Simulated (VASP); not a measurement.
A run of VASP 6.6.1 is set up as follows.

The input POSCAR:

```
LiCl
1.0
    0.0000000000      2.5560362741      2.5560362741
    2.5560362741      0.0000000000      2.5560362741
    2.5560362741      2.5560362741      0.0000000000
Li Cl
1 1
Direct
    0.0000000000      0.0000000000      0.0000000000
    0.5000000000      0.5000000000      0.5000000000
```

File INCAR.step1:

```
PREC = Accurate
ENCUT = 520
EDIFF = 1E-5
ISMEAR = 0
SIGMA = 0.01
LREAL = False
LASPH = True
NELM = 80
ALGO = Normal
ISIF = 2
LWAVE = True
LCHARG = False
GGA = PE
NBANDS = 12
```

INCAR.step2

```
PREC = Accurate
ENCUT = 520
EDIFF = 1E-7
ISMEAR = 0
SIGMA = 0.01
LREAL = False
LASPH = True
NELM = 80
ALGO = Normal
ISIF = 2
LWAVE = False
LCHARG = False
GGA = PE
LHFCALC = True
AEXX = 0.25
PRECFOCK = Normal
ISTART = 1
NBANDS = 12
```

KPOINTS

```
regular mesh
0
Gamma
  6 6 6
```

Potentials or basis: VASP PAW PBE potentials, release 64 (Li_sv, Cl).

Launch:

```console
$ cat potpaw_PBE.64/Li_sv/POTCAR potpaw_PBE.64/Cl/POTCAR > POTCAR
$ cp INCAR.step1 INCAR
$ mpirun -np 1 vasp_std > vasp.out
$ cp INCAR.step2 INCAR
$ mpirun -np 1 vasp_std > vasp.out
```

**Question.** Predict the band gap on the k mesh.

**Answer.** 8.52 eV.

 A k mesh can miss the band edges.
